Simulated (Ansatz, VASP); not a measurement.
Rb2Sb: VASP beside Ansatz

```xyz
6
Lattice="5.4124 0.0000 0.0000 0.0000 5.4124 0.0000 0.0000 0.0000 10.3331" Properties=species:S:1:pos:R:3 pbc="T T T"
Rb    0.0000    0.0000    0.0000
Rb    2.7062    2.7062    0.0000
Rb    0.0000    2.7062    3.9092
Rb    2.7062    0.0000    6.4239
Sb    0.0000    2.7062    7.7348
Sb    2.7062    0.0000    2.5982
```

Alike in both runs: functional PBE; k mesh 8 × 8 × 4; occupations gaussian, width 0.1 eV; no spin polarisation.

Ansatz relaxed the structure, and its values are those at the end. VASP's run is a single point on that final structure, the one shown.

```csv
,VASP,Ansatz
version,VASP 6.6.1,Ansatz 0.2.0
potentials or method,"VASP PAW PBE potentials, release 64 (Rb_sv, Sb), cutoff 520 eV","scalar-relativistic, plane waves, PAW"
valence electrons in the cell,46,66
```

|  | VASP | Ansatz | Ansatz less VASP |
| --- | --- | --- | --- |
| gap on the k mesh at the Fermi level (eV) | none | none | - |
| pressure (GPa) | 0.0 | 0.0 | -0.01 |

A gap of «none» marks a metal or a gap that the smearing closes. VASP's potentials hold 46 valence electrons a cell and Ansatz's 66, so a difference there can come from the potentials and not from the codes.

Spin-orbit coupling is off throughout.
